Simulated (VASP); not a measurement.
Runs of VASP 6.6.1 on LaC. The structure is that of space group P6_3/mmc (No. 194), or close to it. The cells are those of the table. 

```csv
level,potentials or basis,gap on the mesh (eV),pressure (GPa)
LDA,"VASP PAW LDA potentials, release 64 (La, C)",none,-4.5
r2SCAN,"VASP PAW PBE potentials, release 64 (La, C)",none,(a)
PBE,"VASP PAW PBE potentials, release 64 (La, C)",none,-0.1
PBEsol,"VASP PAW PBE potentials, release 64 (La, C)",none,-2.8
```

Alike in all rows: task single point; no spin polarisation; cell a = 4.246, b = 4.246, c = 5.876 Å, angles 90.0, 90.0, 120.0°, 4 atoms; k mesh 10 × 10 × 6; cutoff (eV) 520; smearing gaussian 0.05 eV.

Question: Fill in the values left out.

Answer: (a) -0.3.

Caveats: spin-orbit coupling is left out, which moves the levels of the heavy elements; the PAW data sets were made with another functional, which shifts forces and pressure a little (at least some runs); the cell stands under tension (at least some runs).

A k mesh can miss the band edges, and the runs leave out spin-orbit coupling on La.

A gap of «none» marks levels without a gap at the run's occupations.
